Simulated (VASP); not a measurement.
Here is a VASP 6.6.1 calculation.

Contents of INCAR:

```
PREC = Accurate ; ENCUT = 500
EDIFF = 1E-7 ; ISMEAR = -1
SIGMA = 0.1 ; LREAL = False
LASPH = True ; NELM = 120
ALGO = Normal ; ISIF = 3
LWAVE = False ; LCHARG = False
GGA = PE ; IBRION = 2
NSW = 80 ; EDIFFG = -0.03
PSTRESS = 100.0 ; GGA_COMPAT = False
NELMIN = 4
```

The input KPOINTS:

```
regular mesh
0
Gamma
  18 18 18
```

The input POSCAR:

```
Ag
1.0
    0.0000000000      2.0450000000      2.0450000000
    2.0450000000      0.0000000000      2.0450000000
    2.0450000000      2.0450000000      0.0000000000
Ag
1
Direct
    0.0000000000      0.0000000000      0.0000000000
```

Potentials or basis: VASP PAW PBE potentials, release 64 (Ag).

Launch:

```console
$ cat potpaw_PBE.64/Ag/POTCAR > POTCAR
$ mpirun -np 1 vasp_std > vasp.out
```

Q: Estimate the relaxed volume.

A: 16.36 Å³/atom.

Q: What does it give for the relaxed cell?

A: a = 2.850 Å, b = 2.850 Å, c = 2.850 Å, α = 60.00°, β = 60.00°, γ = 60.00°.

Final structure:
```cif
data_structure
_symmetry_space_group_name_H-M 'P 1'
_symmetry_Int_Tables_number 1
_cell_length_a 2.8496
_cell_length_b 2.8496
_cell_length_c 2.8496
_cell_angle_alpha 60.000
_cell_angle_beta 60.000
_cell_angle_gamma 60.000
_cell_volume 16.36
loop_
_atom_site_label
_atom_site_type_symbol
_atom_site_fract_x
_atom_site_fract_y
_atom_site_fract_z
_atom_site_occupancy
Ag1 Ag 0.00000 0.00000 0.00000 1
```

Caveat: the cell is relaxed towards a set pressure, so the run minimises the enthalpy, not the energy.
